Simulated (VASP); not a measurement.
Set up this calculation in VASP 6.6.1, as the native input.

* Task: single point
* Functional: PBE
* Potentials or basis: VASP PAW PBE potentials, release 64 (Si, B)
* Cutoff: 520 eV
* k mesh: 4 × 4 × 4
* Occupations: gaussian, width 0.1 eV
* Spin: no spin polarisation
* Dipole correction: no
* Further INCAR settings: ALGO = Normal; EDIFF = 1e-06; NBANDS = 18

The structure of Si4B lies in POSCAR:

```
Si4B
1.0
    4.1132363300      0.0000000000      0.0000000000
    0.0000000000      4.1132363300      0.0000000000
    0.0000000000      0.0000000000      4.1132363300
Si B
4 1
Direct
    0.0000000000      0.0000000000      0.0000000000
    0.5000000000      0.5000000000      0.0000000000
    0.5000000000      0.0000000000      0.5000000000
    0.0000000000      0.5000000000      0.5000000000
    0.5000000000      0.5000000000      0.5000000000
```

The cell was generated, and may not be a known phase.

One way to write it, as run:

INCAR

```
PREC = Accurate ; ENCUT = 520
EDIFF = 1E-6 ; ISMEAR = 0
SIGMA = 0.1 ; LREAL = False
LASPH = True ; NELM = 80
ALGO = Normal ; ISIF = 2
LWAVE = False ; LCHARG = True
GGA = PE ; LELF = True
LVHAR = True ; NBANDS = 18
```

KPOINTS

```
regular mesh
0
Gamma
  4 4 4
```

Potentials or basis: VASP PAW PBE potentials, release 64 (Si, B).

Run with:

```sh
$ cat potpaw_PBE.64/Si/POTCAR potpaw_PBE.64/B/POTCAR > POTCAR
$ mpirun -np 1 vasp_std > vasp.out
```

Results of the run:

```
Pressure               : 3.5 GPa
Band gap on the k mesh : zero (an odd number of electrons rules out a gap without spin polarisation)
```

Caveat: the k points lie up to 0.38 Å⁻¹ apart, too coarse for converged energies and pressures of a metal.

Wall time 18 s on 1 thread of Intel Xeon 8259CL, on a shared host, peak memory 0.17 GiB.
